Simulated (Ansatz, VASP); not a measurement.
**Two plane-wave programs on Al**

INCAR

```
SYSTEM = Al
PREC     = Accurate       ! precision mode
ENCUT    = 520            ! plane-wave cutoff, eV
EDIFF    = 1E-6           ! SCF threshold, eV
ISMEAR   = 0              ! smearing method
SIGMA    = 0.15           ! smearing width, eV
LREAL    = .FALSE.        ! projectors in reciprocal space
LASPH    = .TRUE.         ! aspherical terms in the spheres
NELM     = 80             ! most SCF steps
ALGO     = Fast           ! electronic algorithm
ISIF     = 2              ! what is computed and relaxed
LWAVE    = .FALSE.        ! write WAVECAR
LCHARG   = .FALSE.        ! write CHGCAR
GGA      = CA             ! functional
NBANDS   = 8              ! bands
```

Contents of KPOINTS:

```
Automatic mesh
0
G
  22 22 22
  0 0 0
```

The input POSCAR:

```
Al
1.0
   -1.5899627579      1.5899627579      1.4754854394
    1.5899627579     -1.5899627579      1.4754854394
    1.5899627579      1.5899627579     -1.4754854394
Al
1
Direct
    0.0000000000      0.0000000000      0.0000000000
```

Input for Ansatz:

```yaml
crystal:
  lattice:
    - [-1.5899627579, 1.5899627579, 1.4754854394]
    - [1.5899627579, -1.5899627579, 1.4754854394]
    - [1.5899627579, 1.5899627579, -1.4754854394]
  atoms:
    - { symbol: Al, position: [0.0, 0.0, 0.0] }
basis:
  ecutwfc: 420
kpoints:
  mp_grid: { grid: [22, 22, 22] }
hamiltonian:
  xc: lda
scf:
  occupations: { method: gaussian, width: 0.15 }
output:
  forces: true
  stress: true
  eigenvalues: true
```

Alike in both runs: task single point; functional LDA; k mesh 22 × 22 × 22; occupations gaussian, width 0.15 eV; no spin polarisation.

|  | VASP | Ansatz |
| --- | --- | --- |
| version | VASP 6.6.1 | Ansatz 0.2.0 |
| potentials or method | VASP PAW LDA potentials, release 64 (Al), cutoff 520 eV | scalar-relativistic, plane waves, PAW |
| valence electrons in the cell | 3 | 3 |

Ansatz gave:

* gap on the k mesh at the Fermi level (eV): none
* pressure (GPa): 7.4
* traceless stress, the component that is largest in VASP (GPa): -1.40

Question: What did VASP give for the same quantities?

Answer: gap on the k mesh at the Fermi level (eV): none; pressure (GPa): 7.5; traceless stress, the component that is largest in VASP (GPa): -1.41.

LDA's correlation is that of Perdew and Zunger in VASP and of Perdew and Wang (1992) in Ansatz. A gap of «none» marks a metal or a gap that the smearing closes.
